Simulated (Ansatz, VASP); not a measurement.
## Be3OsC2 in VASP and in Ansatz

```
CELL_PARAMETERS angstrom
2.16777 -3.78538 0.00000
2.16777 3.78538 0.00000
0.00000 0.00000 2.96618
ATOMIC_POSITIONS crystal
Be 0.19606 0.80394 0.00000
Be 0.80394 0.19606 0.00000
Be 0.00000 0.00000 0.50000
Os 0.50000 0.50000 0.00000
C 0.00000 0.50000 0.50000
C 0.50000 0.00000 0.50000
```

Change from the starting cell: species swapped into the CeAl2Cu3 type (Cmmm, No. 65).

Alike in both runs: functional PBE; k mesh 4 × 4 × 6; occupations gaussian, width 0.1 eV; no spin polarisation.

Ansatz relaxed the structure, and its values are those at the end. VASP's run is a single point on that final structure, the one shown.

|  | VASP | Ansatz |
| --- | --- | --- |
| version | VASP 6.6.1 | Ansatz 0.2.0 |
| potentials or method | VASP PAW PBE potentials, release 64 (Be, Os, C), cutoff 520 eV | scalar-relativistic, plane waves, PAW |
| valence electrons in the cell | 22 | 30 |

Ansatz gave:

```
gap on the k mesh at the Fermi level (eV) : none
pressure (GPa)                            : -0.2
rms of the force components (eV/Å)        : 0.001
```

Estimate VASP's values.

gap on the k mesh at the Fermi level (eV): none; pressure (GPa): 0.3; rms of the force components (eV/Å): 0.004.

A gap of «none» marks a metal or a gap that the smearing closes. VASP's potentials hold 22 valence electrons a cell and Ansatz's 30, so a difference there can come from the potentials and not from the codes.

The k mesh is coarse, so the values compare programs but aren't converged. Neither program's run includes spin-orbit coupling.
